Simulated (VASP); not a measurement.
# GaP (F-43m) in VASP: a series of runs

The runs below take GaP through single point, with PBE.

Program: VASP 6.6.1. These are calculated values, not measurements. Logs are shortened: lines on timing, memory, paths and dates and some standing lists are left out, and cuts for length are marked.

**The experiment to reproduce.**

From “Stacking defects in GaP nanowires: Electronic structure and optical properties”, 2018, arxiv:1810.01194, for a bulk crystal of GaP at 10 K: band gap 2.34 eV (indirect).

The runs below are set against these values where they give the same quantity.

### 1 The cell of the first run

Symmetry: F-43m, No. 216, cubic system. The conventional cell has a = 5.451 Å, b = 5.451 Å, c = 5.451 Å, α = 90.00°, β = 90.00°, γ = 90.00°. Within 3.1 Å of Ga (site symmetry -43m) lie 4 P at 2.36 Å. Within 3.1 Å of P (site symmetry -43m) lie 4 Ga at 2.36 Å.

### 2 Single point, PBE

Contents of INCAR:

```
PREC = Accurate ; ENCUT = 520
EDIFF = 1E-6 ; ISMEAR = 1
SIGMA = 0.4 ; LREAL = False
LASPH = True ; NELM = 100
ALGO = Normal ; ISIF = 2
LWAVE = False ; LCHARG = False
GGA = PE ; NBANDS = 16
```

Contents of KPOINTS:

```
regular mesh
0
Gamma
  10 10 10
```

Contents of POSCAR:

```
GaP
1.0
    0.0000000000      2.7252500000      2.7252500000
    2.7252500000      0.0000000000      2.7252500000
    2.7252500000      2.7252500000      0.0000000000
Ga P
1 1
Direct
    0.0000000000      0.0000000000      0.0000000000
    0.7500000000      0.7500000000      0.7500000000
```

Potentials or basis: VASP PAW PBE potentials, release 64 (Ga_d, P).

Launch:

```
$ cat potpaw_PBE.64/Ga_d/POTCAR potpaw_PBE.64/P/POTCAR > POTCAR
$ mpirun -np 1 vasp_std > vasp.out
```

OUTCAR:

```text
PREC = Accurate
   ENCUT = 520
   EDIFF = 1E-6
   ISMEAR = 1
   LREAL = False
   LASPH = True
   NELM = 100
   ISIF = 2
   GGA = PE

 ion  position               nearest neighbor table
   1  0.000  0.000  0.000-   2 2.36   2 2.36   2 2.36   2 2.36
   2  0.750  0.750  0.750-   1 2.36   1 2.36   1 2.36   1 2.36

  LATTYP: Found a face centered cubic cell.
 ALAT       =     5.4505000000

  Lattice vectors:

 A1 = (   0.0000000000,   2.7252500000,   2.7252500000)
 A2 = (   2.7252500000,   0.0000000000,   2.7252500000)
 A3 = (   2.7252500000,   2.7252500000,   0.0000000000)

Analysis of symmetry for initial positions (statically):
=====================================================================
 Subroutine PRICEL returns:
 Original cell was already a primitive cell.

 Routine SETGRP: Setting up the symmetry group for a
 face centered cubic supercell.

 Subroutine GETGRP returns: Found 24 space group operations
 (whereof 24 operations were pure point group operations)
 out of a pool of 48 trial point group operations.

The static configuration has the point symmetry T_d .

Analysis of symmetry for dynamics (positions and initial velocities):
=====================================================================
 Subroutine PRICEL returns:
 Original cell was already a primitive cell.

 Routine SETGRP: Setting up the symmetry group for a
 face centered cubic supercell.

 Subroutine GETGRP returns: Found 24 space group operations
 (whereof 24 operations were pure point group operations)
 out of a pool of 48 trial point group operations.

The dynamic configuration has the point symmetry T_d .

 Subroutine INISYM returns: Found 24 space group operations
 (whereof 24 operations are pure point group operations),
 and found     1 'primitive' translations

----------------------------------------------------------------------------------------

                                     Primitive cell

  volume of cell :      40.4808

  direct lattice vectors                    reciprocal lattice vectors
     0.000000000  2.725250000  2.725250000    -0.183469406  0.183469406  0.183469406
     2.725250000  0.000000000  2.725250000     0.183469406 -0.183469406  0.183469406
     2.725250000  2.725250000  0.000000000     0.183469406  0.183469406 -0.183469406

  length of vectors
     3.854085511  3.854085511  3.854085511     0.317778334  0.317778334  0.317778334

  position of ions in fractional coordinates (direct lattice)
     0.000000000  0.000000000  0.000000000
     0.750000000  0.750000000  0.750000000

[... 72 lines left out ...]
   LSORBIT =      F    spin-orbit coupling
   LASPH  =      T    aspherical Exc in radial PAW
   ENCUT  =  520.0 eV  38.22 Ry    6.18 a.u.   7.17  7.17  7.17*2*pi/ulx,y,z
   NELM   =    100;   NELMIN=  2; NELMDL= -5     # of ELM steps
   EDIFF  = 0.1E-05   stopping-criterion for ELM
   LREAL  =      F    real-space projection
   EDIFFG = 0.1E-04   stopping-criterion for IOM
   NSW    =      0    number of steps for IOM
   IBRION =     -1    ionic relax: 0-MD 1-quasi-New 2-CG
   NFREE  =      0    steps in history (QN), initial steepest desc. (CG)
   ISIF   =      2    stress and relaxation
   ISYM   =      2    0-nonsym 1-usesym 2-fastsym
   POTIM  = 0.5000    time-step for ionic-motion
   TEBEG  =    0.0;   TEEND  =   0.0 temperature during run
   PSTRESS=    0.0 pullay stress
   NELECT =      18.0000    total number of electrons
   NUPDOWN=      -1.0000    fix difference up-down
   EMIN   =  10.00;   EMAX   =-10.00  energy-range for DOS
   EFERMI =   0.00;   METHOD = LEGACY
   ISMEAR =     1;   SIGMA  =   0.40  broadening in eV -4-tet -1-fermi 0-gaus
   EFERMI_NEDOS =   21; number of points for ismear=-14 and -15
   IALGO  =     38    algorithm
   IMIX   =      4    mixing-type and parameters
     AMIX     =   0.40;   BMIX     =  1.00
     AMIX_MAG =   1.60;   BMIX_MAG =  1.00
  volume/ion in A,a.u.               =      20.24       136.59
  Fermi-wavevector in a.u.,A,eV,Ry     =   1.249538  2.361284 21.243377  1.561344
  Thomas-Fermi vector in A             =   2.383574
   LORBIT       =      0    0 simple, 1 ext, 2 COOP (PROOUT), +10 PAW based schemes
   GGA     = PE    functional components
   LHFCALC =     F    Hartree Fock is set to
   AEXX    =    0.0000 exact exchange contribution
   IVDW    =     0    specifies the selected vdW correction
   LEPSILON=     F    determine dielectric tensor
   LRPA    =     F    only Hartree local field effects (RPA)
 non-spin polarized calculation
 Methfessel and Paxton  Order N= 1 SIGMA  =   0.40
  energy-cutoff  :      520.00
  volume of cell :       40.48
 maximum number of plane-waves:      1106
 NGX is ok and might be reduce to    30
   NGX = 15   NGY = 15   NGZ = 15

 number of electron      17.9999989 magnetization

 Free energy of the ion-electron system (eV)
  ---------------------------------------------------
  ext. energy  EPLUGINS =         0.00000000
  ---------------------------------------------------
  free energy    TOTEN  =        -9.11705094 eV

  energy without entropy =       -9.11970007  energy(sigma->0) =       -9.11793399

 E-fermi :   4.7740     XC(G=0):  -9.8336

 val. band max:        4.6507751816   @ k =   0.0000   0.0000   0.0000
 cond. band min:       6.2557485186   @ k =   0.4000   0.4000   0.0000
 fundamental gap:      1.6049733370
 Fermi energy:         4.7739986817

 k-point     1 :       0.0000    0.0000    0.0000
  band No.  band energies     occupation
      1      -9.8983      2.00000
      2      -9.8983      2.00000
      3      -9.8983      2.00000
      4      -9.7985      2.00000
      5      -9.7985      2.00000
      6      -7.8406      2.00000
[... 433 lines left out ...]
      3      -9.8485      2.00000
      4      -9.8231      2.00000
      5      -9.7822      2.00000
      6      -5.8623      2.00000
[... 8 lines left out ...]
     15      16.4320      0.00000
     16      18.4270      0.00000

 [... further k-points ...]
[... 5 lines left out ...]
  --------------------------------------------------------------------------------------
  -------------------------------------------------------------------------------------
  Total        0.6100369      0.6100369      0.6100369      0.0000000      0.0000000     -0.0000000
  in kB       24.1444701     24.1444701     24.1444701      0.0000000      0.0000000     -0.0000000
  external PRESSURE =      24.1444701 kB  Pullay stress =       0.0000000 kB

 VOLUME and BASIS-vectors are now :
 -----------------------------------------------------------------------------
  energy-cutoff  :      520.00
  volume of cell :       40.48
      direct lattice vectors                 reciprocal lattice vectors
     0.000000000  2.725250000  2.725250000    -0.183469406  0.183469406  0.183469406
     2.725250000  0.000000000  2.725250000     0.183469406 -0.183469406  0.183469406
     2.725250000  2.725250000  0.000000000     0.183469406  0.183469406 -0.183469406

 POSITION                                       TOTAL-FORCE (eV/Angst)
 -----------------------------------------------------------------------------------
      0.00000      0.00000      0.00000        -0.000000     -0.000000     -0.000000
      4.08788      4.08788      4.08788         0.000000      0.000000      0.000000
 -----------------------------------------------------------------------------------
    total drift:                               -0.000002     -0.000002     -0.000002

  FREE ENERGIE OF THE ION-ELECTRON SYSTEM (eV)
  ---------------------------------------------------
  free  energy   TOTEN  =        -9.1170509439 eV

  energy  without entropy=       -9.1197000682  energy(sigma->0) =       -9.11793399
```

stdout:

```text
POSCAR found type information on POSCAR GaP
 POSCAR found :  2 types and       2 ions
 scaLAPACK will be used
 LDA part: xc-table for (Slater+PW92), standard interpolation
 POSCAR, INCAR and KPOINTS ok, starting setup
 FFT: planning ... GRIDC
 FFT: planning ... GRID_SOFT
 FFT: planning ... GRID
 WAVECAR not read
 entering main loop
```

Run time: 17 s. Hardware: 1 thread of Intel Xeon 6975P-C (Granite Rapids), shared host; peak memory 0.18 GiB.

Results:

```yaml
Free_energy: -9.1171 eV
Pressure: 2.4 GPa
Band_gap_on_the_k_mesh: 1.60 eV, indirect (least direct gap 1.83 eV)
```

### 3 Single point, PBE

Contents of INCAR:

```
ALGO = Normal
EDIFF = 1E-6
ENCUT = 500
GGA = PE
GGA_COMPAT = F
ISIF = 2
ISMEAR = 1
LASPH = T
LCHARG = F
LREAL = F
LWAVE = F
NBANDS = 16
NELM = 120
PREC = Accurate
SIGMA = 0.4
```

Contents of KPOINTS:

```
k-points
0
Gamma
  8 8 8
```

POSCAR is that of step 2.

Potentials or basis: VASP PAW PBE potentials, release 64 (Ga_d, P).

Launch:

```
$ cat potpaw_PBE.64/Ga_d/POTCAR potpaw_PBE.64/P/POTCAR > POTCAR
$ mpirun -np 1 vasp_std > vasp.out
```

Wall time 12 s (1 thread of AMD EPYC 9R14 (Zen 4), shared host); peak memory 0.13 GiB.

The run converged. Its results:

```yaml
Free_energy: -9.1147 eV
Pressure: 2.4 GPa
Band_gap_on_the_k_mesh: 1.64 eV, indirect (least direct gap 1.83 eV)
```

Levels at points of the mesh, in eV from the valence-band top:
| k point | band 5 | band 6 | band 7 | band 8 | band 9 | band 10 | band 11 | band 12 | band 13 | band 14 |
| --- | --- | --- | --- | --- | --- | --- | --- | --- | --- | --- |
| (0.00, 0.00, 0.00) | -14.45 | -12.49 | 0.00 | 0.00 | 0.00 | 1.83 | 3.89 | 3.89 | 3.89 | 8.81 |
| (0.50, 0.00, 0.00) | -14.44 | -10.43 | -6.63 | -1.12 | -1.12 | 1.67 | 4.72 | 4.72 | 8.29 | 10.89 |
| (0.50, 0.50, 0.00) | -14.43 | -9.53 | -6.75 | -2.68 | -2.68 | 1.66 | 1.82 | 10.60 | 10.60 | 11.20 |

### 4 How close it comes

Step 2. Measured gap of GaP: 2.34 eV (indirect; 10 K; quoted in “Stacking defects in GaP nanowires: Electronic structure and optical properties”, 2018, arxiv:1810.01194). This calculation gives 1.60 eV (-0.74 eV). Spin-orbit coupling on Ga is left out. The value is that of PBE on a finite k mesh, which can miss the band edges, without temperature or zero-point motion. Semilocal functionals fall short of measured gaps as a rule.

Step 3. Against the measured gap of GaP, 2.34 eV (indirect; 10 K; quoted in “Stacking defects in GaP nanowires: Electronic structure and optical properties”, 2018, arxiv:1810.01194), the calculated 1.64 eV is off by -0.70 eV. Spin-orbit coupling on Ga is left out. The value is that of PBE on a finite k mesh, which can miss the band edges, without temperature or zero-point motion. Semilocal functionals fall short of measured gaps as a rule.
